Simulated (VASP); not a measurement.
Set up this calculation in VASP 6.6.1, as the native input.

| Item | Value |
| --- | --- |
| Task | relaxation of cell and atoms |
| Functional | PBE |
| Potentials or basis | VASP PAW PBE potentials, release 64 (Sc_sv, Sb, Se) |
| Cutoff | 600 eV |
| k mesh | 6 × 6 × 4 |
| Occupations | gaussian, width 0.1 eV |
| Spin | no spin polarisation |
| Dipole correction | no |
| Further INCAR settings | ALGO = Normal; EDIFF = 1e-06; IBRION = 2; EDIFFG = -0.04; NSW = 90; ISIF = 3 |

The structure of ScSbSe3 lies in POSCAR:

```
ScSbSe3
1.0
    5.0382654000      0.0000000000      0.0000000000
   -2.5191327000      4.3632658300      0.0000000000
    0.0000000000      0.0000000000      6.1753980700
Sc Sb Se
1 1 3
Direct
    0.0000000000      0.0000000000      0.5000000000
    0.3333333300      0.6666666700      0.5000000000
    0.6666666700      0.3333333300      0.1839174100
    0.6666666700      0.3333333300      0.8160825900
    0.0000000000      0.0000000000      0.0000000000
```

The cell was generated, and may not be a known phase.

One way to write it, as run:

INCAR

```
SYSTEM = ScSbSe3
PREC     = Accurate       ! precision mode
ENCUT    = 600            ! plane-wave cutoff, eV
EDIFF    = 1E-6           ! SCF threshold, eV
ISMEAR   = 0              ! smearing method
SIGMA    = 0.1            ! smearing width, eV
LREAL    = .False.        ! projectors in reciprocal space
LASPH    = .True.         ! aspherical terms in the spheres
NELM     = 80             ! most SCF steps
ALGO     = Normal         ! electronic algorithm
ISIF     = 3              ! what is computed and relaxed
LWAVE    = .False.        ! write WAVECAR
LCHARG   = .False.        ! write CHGCAR
GGA      = PE             ! functional
IBRION   = 2              ! ionic algorithm
NSW      = 90             ! ionic steps
EDIFFG   = -0.04          ! ionic threshold
```

KPOINTS

```
Automatic mesh
0
Gamma
  6 6 4
  0 0 0
```

Potentials or basis: VASP PAW PBE potentials, release 64 (Sc_sv, Sb, Se).

Command:

```console
$ cat potpaw_PBE.64/Sc_sv/POTCAR potpaw_PBE.64/Sb/POTCAR potpaw_PBE.64/Se/POTCAR > POTCAR
$ mpirun -np 1 vasp_std > vasp.out
```

It gave:

The relaxed volume is 24.87 Å³/atom, the relaxed cell is a = 5.177 Å, b = 5.177 Å, c = 5.358 Å, α = 90.00°, β = 90.00°, γ = 120.00° and the space group after relaxing (to 0.1 Å) is P-6m2 (No. 187). The energy gained by relaxing is 260.2 meV/atom. The ionic steps are 10 and the pressure after relaxing is -0.1 GPa. The largest force after relaxing is 0.019 eV/Å. The band gap on the k mesh is zero (bands 17 and 18 overlap by 1.13 eV).

Caveat: spin-orbit coupling is left out, which moves the levels of the heavy elements.

Run time: 13 min on 1 thread of Oxide Virtual Turin-like Processor, with other jobs on the host, peak memory 0.31 GiB.
